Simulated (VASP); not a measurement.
AlN, 4 atoms in the cell. Symmetry: P6_3mc, No. 186, hexagonal system. The conventional cell has a = 3.089 Å, b = 3.089 Å, c = 4.943 Å, α = 90.00°, β = 90.00°, γ = 120.00°. Within 2.5 Å of Al (site symmetry 3m) lie 4 N at 1.88 to 1.89 Å. N (site symmetry 3m) has 4 Al at 1.88 to 1.89 Å within 2.5 Å. 

- Program: VASP 6.6.1
- Task: single point
- Functional: LDA
- Potentials or basis: VASP PAW LDA potentials, release 64 (Al, N)
- Cutoff: 520 eV
- k mesh: 9 × 9 × 6
- Occupations: gaussian, width 0.02 eV
- Spin: no spin polarisation
- Dipole correction: no
- Further INCAR settings: ALGO = Normal; EDIFF = 1e-06; NBANDS = 16

Potentials or basis: VASP PAW LDA potentials, release 64 (Al, N).

Launch:

```bash
$ cat potpaw_LDA.64/Al/POTCAR potpaw_LDA.64/N/POTCAR > POTCAR
$ mpirun -np 1 vasp_std > vasp.out
```

Hardware: 1 thread of AMD EPYC 7R43 64-Core Processor (Zen 3), on a shared host.

**Question.** How long does it take, and how much memory?

**Answer.** Run time: 24 s on 1 thread of AMD EPYC 7R43 64-Core Processor (Zen 3), on a shared host, peak memory 0.11 GiB. Counts: scf iterations 12, k points 48.
